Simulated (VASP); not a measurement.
Input of a VASP 6.6.1 run:

File INCAR:

```
SYSTEM = Eu
PREC     = Accurate       ! precision mode
ENCUT    = 520            ! plane-wave cutoff, eV
EDIFF    = 1E-6           ! SCF threshold, eV
ISMEAR   = -1             ! smearing method
SIGMA    = 0.1            ! smearing width, eV
LREAL    = .FALSE.        ! projectors in reciprocal space
LASPH    = .TRUE.         ! aspherical terms in the spheres
NELM     = 150            ! most SCF steps
ALGO     = Normal         ! electronic algorithm
ISIF     = 2              ! what is computed and relaxed
LWAVE    = .FALSE.        ! write WAVECAR
LCHARG   = .FALSE.        ! write CHGCAR
ISPIN    = 2              ! spin polarisation
MAGMOM   = 9.1            ! initial moments
LORBIT   = 11             ! projections on sites
LMAXMIX  = 6              ! l up to which the mixer works
GGA      = PS             ! functional
NBANDS   = 18             ! bands
```

The input KPOINTS:

```
regular mesh
0
G
  9 9 9
  0 0 0
```

Contents of POSCAR:

```
Eu
1.0
    3.9446700000      0.0000000000      0.0000000000
    1.9723350000      3.4161844295      0.0000000000
    1.9723350000      1.1387281432      3.2208095679
Eu
1
Direct
    0.0000000000      0.0000000000      0.0000000000
```

Potentials or basis: VASP PAW PBE potentials, release 64 (Eu).

Launch:

```console
$ cat potpaw_PBE.64/Eu/POTCAR > POTCAR
$ mpirun -np 1 vasp_std > vasp.out
```

(1) What does it give for the pressure?

(2) Predict the site moments.

(3) What does it give for the net moment?

Results:

(1) -2.0 GPa.

(2) Eu +6.71 μB.

(3) 7.43 μB per cell.

Caveat: the PAW data sets were made with another functional, which shifts forces and pressure a little.
